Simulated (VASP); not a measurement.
# Na2Ru (P6/mmm) in VASP: further runs

The runs below take Na2Ru through single point, with PBE.

All numbers are computed with VASP 6.6.1; they aren't measurements. Logs are shortened: lines on timing, memory, paths and dates and some standing lists are left out, and cuts for length are marked.

**1. The cell of the first run**

The structure is hexagonal, space group P6/mmm (No. 191). Conventional cell: a = 4.276 Å, b = 4.276 Å, c = 3.501 Å, α = 90.00°, β = 90.00°, γ = 120.00°. Na (site symmetry -6m2) has 3 Ru at 2.47 Å and 3 Na at 2.47 Å within 3.3 Å. Ru (site symmetry 6/mmm) has 6 Na at 2.47 Å within 3.3 Å.

The cell was built from a structure type or drawn by symmetry, and may not be a known phase.

**2. Single point, PBE**

Input file INCAR:

```
PREC = Accurate
ENCUT = 520
EDIFF = 1E-6
ISMEAR = 0
SIGMA = 0.1
LREAL = False
LASPH = True
NELM = 60
ALGO = Normal
ISIF = 2
LWAVE = False
LCHARG = False
GGA = PE
NBANDS = 21
```

Input file KPOINTS:

```
Automatic mesh
0
Gamma
  6 6 6
```

Input file POSCAR:

```
Na2Ru
1.0
    4.2759399000      0.0000000000      0.0000000000
   -2.1379699500      3.7030725800      0.0000000000
    0.0000000000      0.0000000000      3.5006631000
Na Ru
2 1
Direct
    0.3333333300      0.6666666700      0.5000000000
    0.6666666700      0.3333333300      0.5000000000
    0.0000000000      0.0000000000      0.5000000000
```

Potentials or basis: VASP PAW PBE potentials, release 64 (Na_pv, Ru_pv).

Started as:

```bash
> cat potpaw_PBE.64/Na_pv/POTCAR potpaw_PBE.64/Ru_pv/POTCAR > POTCAR
> mpirun -np 1 vasp_std > vasp.out
```

OUTCAR:

```text
PREC = Accurate
   ENCUT = 520
   EDIFF = 1E-6
   ISMEAR = 0
   LREAL = False
   LASPH = True
   NELM = 60
   ISIF = 2
   GGA = PE

 ion  position               nearest neighbor table
   1  0.333  0.667  0.500-   3 2.47   2 2.47   2 2.47   3 2.47   3 2.47   2 2.47
   2  0.667  0.333  0.500-   3 2.47   1 2.47   1 2.47   3 2.47   3 2.47   1 2.47
   3  0.000  0.000  0.500-   1 2.47   2 2.47   2 2.47   1 2.47   2 2.47   1 2.47

  LATTYP: Found a hexagonal cell.
 ALAT       =     4.2759399000
 C/A-ratio  =     0.8186885648

  Lattice vectors:

 A1 = (   4.2759399000,   0.0000000000,   0.0000000000)
 A2 = (  -2.1379699500,   3.7030725800,   0.0000000000)
 A3 = (   0.0000000000,   0.0000000000,   3.5006631000)

Analysis of symmetry for initial positions (statically):
=====================================================================
 Subroutine PRICEL returns:
 Original cell was already a primitive cell.

 Routine SETGRP: Setting up the symmetry group for a
 hexagonal supercell.

 Subroutine GETGRP returns: Found 24 space group operations
 (whereof 24 operations were pure point group operations)
 out of a pool of 24 trial point group operations.

The static configuration has the point symmetry D_6h.

Analysis of symmetry for dynamics (positions and initial velocities):
=====================================================================
 Subroutine PRICEL returns:
 Original cell was already a primitive cell.

 Routine SETGRP: Setting up the symmetry group for a
 hexagonal supercell.

 Subroutine GETGRP returns: Found 24 space group operations
 (whereof 24 operations were pure point group operations)
 out of a pool of 24 trial point group operations.

The dynamic configuration has the point symmetry D_6h.

 Subroutine INISYM returns: Found 24 space group operations
 (whereof 24 operations are pure point group operations),
 and found     1 'primitive' translations

----------------------------------------------------------------------------------------

                                     Primitive cell

  volume of cell :      55.4299

  direct lattice vectors                    reciprocal lattice vectors
     4.275939900  0.000000000  0.000000000     0.233866711  0.135023008  0.000000000
    -2.137969950  3.703072580  0.000000000     0.000000000  0.270046017  0.000000000
     0.000000000  0.000000000  3.500663100     0.000000000  0.000000000  0.285660165

  length of vectors
     4.275939900  4.275939901  3.500663100     0.270046017  0.270046017  0.285660165

  position of ions in fractional coordinates (direct lattice)
     0.333333330  0.666666670  0.500000000
     0.666666670  0.333333330  0.500000000
     0.000000000  0.000000000  0.500000000

  ion indices of the primitive-cell ions
   primitive index   ion index
                 1           1
                 2           2
                 3           3

----------------------------------------------------------------------------------------

 KPOINTS: Automatic mesh

Automatic generation of k-mesh.
 Grid dimensions read from file:
 generate k-points for:    6    6    6

 Generating k-lattice:

  Cartesian coordinates                     Fractional coordinates (reciprocal lattice)
     0.038977785  0.022503835  0.000000000     0.166666667  0.000000000  0.000000000
     0.000000000  0.045007669  0.000000000     0.000000000  0.166666667  0.000000000
     0.000000000  0.000000000  0.047610028     0.000000000  0.000000000  0.166666667

  Length of vectors
     0.045007669  0.045007669  0.047610028

  Shift w.r.t. Gamma in fractional coordinates (k-lattice)
     0.000000000  0.000000000  0.000000000

 Subroutine IBZKPT returns following result:
 ===========================================

 Found     28 irreducible k-points:

 Following reciprocal coordinates:
            Coordinates               Weight
  0.000000  0.000000  0.000000      1.000000
  0.166667  0.000000  0.000000      6.000000
  0.333333  0.000000  0.000000      6.000000
  0.500000  0.000000  0.000000      3.000000
  0.166667  0.166667  0.000000      6.000000
  0.333333  0.166667  0.000000     12.000000
[... 16 lines left out ...]
  0.166667  0.000000  0.500000      6.000000
  0.333333  0.000000  0.500000      6.000000
 [... further k-points ...]
   k-points           NKPTS =     28   k-points in BZ     NKDIM =     28   number of bands    NBANDS=     21
   number of dos      NEDOS =    301   number of ions     NIONS =      3
   total plane-waves  NPLWV =  28672
   dimension x,y,z NGX =    32 NGY =   32 NGZ =   28
   dimension x,y,z NGXF=    64 NGYF=   64 NGZF=   56
   ions per type =               2   1
   NGX,Y,Z   is equivalent  to a cutoff of  12.44, 12.44, 13.30 a.u.
   NGXF,Y,Z  is equivalent  to a cutoff of  24.88, 24.88, 26.59 a.u.
 SYSTEM =  unknown system
   PREC   = accura    normal or accurate (medium, high low for compatibility)
   ISTART =      0    job   : 0-new  1-cont  2-samecut
   ICHARG =      2    charge: 1-file 2-atom 10-const
   ISPIN  =      1    spin polarized calculation?
   LNONCOLLINEAR =      F non collinear calculations
   LSORBIT =      F    spin-orbit coupling
   LASPH  =      T    aspherical Exc in radial PAW
   ENCUT  =  520.0 eV  38.22 Ry    6.18 a.u.   7.95  7.95  6.51*2*pi/ulx,y,z
   NELM   =     60;   NELMIN=  2; NELMDL= -5     # of ELM steps
   EDIFF  = 0.1E-05   stopping-criterion for ELM
   LREAL  =      F    real-space projection
   EDIFFG = 0.1E-04   stopping-criterion for IOM
   NSW    =      0    number of steps for IOM
   IBRION =     -1    ionic relax: 0-MD 1-quasi-New 2-CG
   NFREE  =      0    steps in history (QN), initial steepest desc. (CG)
   ISIF   =      2    stress and relaxation
   ISYM   =      2    0-nonsym 1-usesym 2-fastsym
   POTIM  = 0.5000    time-step for ionic-motion
   TEBEG  =    0.0;   TEEND  =   0.0 temperature during run
   PSTRESS=    0.0 pullay stress
   NELECT =      28.0000    total number of electrons
   NUPDOWN=      -1.0000    fix difference up-down
   EMIN   =  10.00;   EMAX   =-10.00  energy-range for DOS
   EFERMI =   0.00;   METHOD = LEGACY
   ISMEAR =     0;   SIGMA  =   0.10  broadening in eV -4-tet -1-fermi 0-gaus
   EFERMI_NEDOS =   21; number of points for ismear=-14 and -15
   IALGO  =     38    algorithm
   IMIX   =      4    mixing-type and parameters
     AMIX     =   0.40;   BMIX     =  1.00
     AMIX_MAG =   1.60;   BMIX_MAG =  1.00
  volume/ion in A,a.u.               =      18.48       124.69
  Fermi-wavevector in a.u.,A,eV,Ry     =   1.303805  2.463835 23.128662  1.699909
  Thomas-Fermi vector in A             =   2.434783
   LORBIT       =      0    0 simple, 1 ext, 2 COOP (PROOUT), +10 PAW based schemes
   GGA     = PE    functional components
   LHFCALC =     F    Hartree Fock is set to
   AEXX    =    0.0000 exact exchange contribution
   IVDW    =     0    specifies the selected vdW correction
   LEPSILON=     F    determine dielectric tensor
   LRPA    =     F    only Hartree local field effects (RPA)
 non-spin polarized calculation
 Gauss-broadening in eV      SIGMA  =   0.10
  energy-cutoff  :      520.00
  volume of cell :       55.43
 maximum number of plane-waves:      1510
 NGX is ok and might be reduce to    32
   NGX = 15   NGY = 15   NGZ = 13

 number of electron      27.9999995 magnetization

 Free energy of the ion-electron system (eV)
  ---------------------------------------------------
  ext. energy  EPLUGINS =         0.00000000
  ---------------------------------------------------
  free energy    TOTEN  =        -5.17033748 eV

  energy without entropy =       -5.12747897  energy(sigma->0) =       -5.14890823

 E-fermi :   3.6557     XC(G=0):  -9.6250

 val. band max:        3.6433654637   @ k =   0.5000   0.0000   0.3333
 cond. band min:       3.6564110770   @ k =   0.0000   0.0000   0.1667
 fundamental gap:      0.0130456133
 Fermi energy:         3.6557285437

 k-point     1 :       0.0000    0.0000    0.0000
  band No.  band energies     occupation
      1     -37.3178      2.00000
      2     -37.0753      2.00000
      3     -37.0753      2.00000
      4     -20.5699      2.00000
      5     -20.5699      2.00000
      6     -20.2014      2.00000
[... 13 lines left out ...]
     20      12.7186      0.00000
     21      12.7186      0.00000

 k-point     2 :       0.1667    0.0000    0.0000
  band No.  band energies     occupation
      1     -37.3176      2.00000
      2     -37.0759      2.00000
      3     -37.0744      2.00000
      4     -20.5725      2.00000
      5     -20.5389      2.00000
      6     -20.1936      2.00000
[... 13 lines left out ...]
     20      13.1825      0.00000
     21      13.6394      0.00000

 k-point     3 :       0.3333    0.0000    0.0000
  band No.  band energies     occupation
      1     -37.3174      2.00000
      2     -37.0773      2.00000
      3     -37.0725      2.00000
      4     -20.5774      2.00000
      5     -20.4883      2.00000
      6     -20.1758      2.00000
[... 13 lines left out ...]
     20      14.1409      0.00000
     21      15.1823      0.00000

 k-point     4 :       0.5000    0.0000    0.0000
  band No.  band energies     occupation
      1     -37.3172      2.00000
      2     -37.0780      2.00000
      3     -37.0716      2.00000
      4     -20.5797      2.00000
      5     -20.4737      2.00000
      6     -20.1948      2.00000
[... 13 lines left out ...]
     20      14.3672      0.00000
     21      15.9504      0.00000

 k-point     5 :       0.1667    0.1667    0.0000
  band No.  band energies     occupation
      1     -37.3174      2.00000
      2     -37.0765      2.00000
      3     -37.0734      2.00000
      4     -20.5915      2.00000
      5     -20.4803      2.00000
      6     -20.1790      2.00000
[... 13 lines left out ...]
     20      12.6682      0.00000
     21      14.7096      0.00000
[... 382 lines left out ...]
     20      10.5152      0.00000
     21      14.6372      0.00000

 k-point    22 :       0.0000    0.0000    0.5000
  band No.  band energies     occupation
      1     -37.3488      2.00000
      2     -37.0726      2.00000
      3     -37.0726      2.00000
      4     -20.5644      2.00000
      5     -20.5644      2.00000
      6     -20.2481      2.00000
[... 13 lines left out ...]
     20      12.3381      0.00000
     21      13.9758      0.00000

 k-point    23 :       0.1667    0.0000    0.5000
  band No.  band energies     occupation
      1     -37.3486      2.00000
      2     -37.0732      2.00000
      3     -37.0716      2.00000
      4     -20.5668      2.00000
      5     -20.5334      2.00000
      6     -20.2392      2.00000
[... 13 lines left out ...]
     20      12.4412      0.00000
     21      12.8304      0.00000

 k-point    24 :       0.3333    0.0000    0.5000
  band No.  band energies     occupation
      1     -37.3483      2.00000
      2     -37.0746      2.00000
      3     -37.0698      2.00000
      4     -20.5715      2.00000
      5     -20.4826      2.00000
      6     -20.2158      2.00000
[... 13 lines left out ...]
     20      11.6603      0.00000
     21      12.6147      0.00000

 [... further k-points ...]

------------------------ aborting loop because EDIFF is reached ----------------------------------------

  FORCE on cell =-STRESS in cart. coord.  units (eV):
  Direction    XX          YY          ZZ          XY          YZ          ZX
  --------------------------------------------------------------------------------------
  -------------------------------------------------------------------------------------
  Total       13.7527128     13.7527128     -5.4256387      0.0000000     -0.0000000      0.0000000
  in kB      397.5161920    397.5161923   -156.8257303      0.0000000     -0.0000000      0.0000000
  external PRESSURE =     212.7355513 kB  Pullay stress =       0.0000000 kB

 VOLUME and BASIS-vectors are now :
 -----------------------------------------------------------------------------
  energy-cutoff  :      520.00
  volume of cell :       55.43
      direct lattice vectors                 reciprocal lattice vectors
     4.275939900  0.000000000  0.000000000     0.233866711  0.135023008  0.000000000
    -2.137969950  3.703072580  0.000000000     0.000000000  0.270046017  0.000000000
     0.000000000  0.000000000  3.500663100     0.000000000  0.000000000  0.285660165

 POSITION                                       TOTAL-FORCE (eV/Angst)
 -----------------------------------------------------------------------------------
     -0.00000      2.46872      1.75033        -0.000000     -0.000000      0.000000
      2.13797      1.23436      1.75033         0.000000      0.000000      0.000000
      0.00000      0.00000      1.75033        -0.000000      0.000000      0.000000
 -----------------------------------------------------------------------------------
    total drift:                               -0.000000      0.000000     -0.000000

  FREE ENERGIE OF THE ION-ELECTRON SYSTEM (eV)
  ---------------------------------------------------
  free  energy   TOTEN  =        -5.1703374834 eV

  energy  without entropy=       -5.1274789724  energy(sigma->0) =       -5.14890823
```

Run time: 35 s. Hardware: 1 thread of Intel Xeon 8259CL, shared host; peak memory 0.18 GiB.

Results:

| Quantity | Value |
| --- | --- |
| Free energy | -5.1703 eV |
| Pressure | 21.3 GPa |
| Band gap on the k mesh | zero (bands 14 and 15 overlap by 0.62 eV) |

Levels at points of the mesh, in eV from the Fermi level:
| k point | band 11 | band 12 | band 13 | band 14 | band 15 | band 16 | band 17 | band 18 |
| --- | --- | --- | --- | --- | --- | --- | --- | --- |
| (0.00, 0.00, 0.00) | -1.05 | -0.62 | -0.62 | 0.23 | 0.23 | 6.08 | 6.08 | 8.08 |
| (0.50, 0.00, 0.00) | -0.99 | -0.47 | -0.19 | 0.03 | 0.07 | 0.14 | 4.09 | 6.98 |
| (0.00, 0.00, 0.50) | -0.55 | -0.55 | -0.53 | -0.39 | -0.39 | 2.01 | 8.59 | 8.59 |
| (0.50, 0.00, 0.50) | -0.93 | -0.79 | -0.09 | 0.14 | 1.69 | 2.93 | 3.17 | 4.95 |

Caveat: the cell stands under pressure.

**3. Single point, PBE**

This run uses another cell than the first one, of 19.72 Å³/atom.

Input file INCAR:

```
PREC = Accurate ; ENCUT = 520
EDIFF = 1E-7 ; ISMEAR = 0
SIGMA = 0.1 ; LREAL = False
LASPH = True ; NELM = 100
ALGO = Fast ; ISIF = 2
LWAVE = False ; LCHARG = False
GGA = PE ; NBANDS = 21
```

Input file KPOINTS:

```
regular mesh
0
Gamma
  6 6 6
```

Input file POSCAR:

```
Na2Ru
1.0
    5.3199692507      0.0000000000      0.0000000000
   -2.6599846253      4.6072285184      0.0000000000
    0.0000000000      0.0000000000      2.4132688352
Na Ru
2 1
Direct
    0.3333333333      0.6666666667      0.5000000000
    0.6666666667      0.3333333333      0.5000000000
    0.0000000000      0.0000000000      0.5000000000
```

Potentials or basis: VASP PAW PBE potentials, release 64 (Na_pv, Ru_pv).

Started as:

```bash
> cat potpaw_PBE.64/Na_pv/POTCAR potpaw_PBE.64/Ru_pv/POTCAR > POTCAR
> mpirun -np 1 vasp_std > vasp.out
```

It took 71 s on 1 thread of Intel Xeon 8259CL, shared host; peak memory 0.18 GiB.

Results (log left out):

```yaml
Free_energy: -9.4682 eV
Pressure: 0.3 GPa
Band_gap_on_the_k_mesh: zero (bands 14 and 15 overlap by 2.36 eV)
```

Stress tensor (GPa, compression positive):
```
0.15 0.00 0.00
0.00 0.15 0.00
0.00 0.00 0.54
```

Levels at points of the mesh, in eV from the Fermi level:
```tsv
k point	band 12	band 13	band 14	band 15	band 16	band 17
(0.00, 0.00, 0.00)	-1.60	-1.60	1.60	1.60	2.02	2.02
(0.50, 0.00, 0.00)	-2.10	-1.46	-1.20	0.71	1.60	1.60
(0.00, 0.00, 0.50)	-0.02	-0.02	0.01	1.78	6.13	7.18
(0.50, 0.00, 0.50)	-0.08	0.06	0.55	3.03	4.83	4.91
```

Caveat: the k points lie up to 0.43 Å⁻¹ apart, too coarse for converged energies and pressures of a metal.
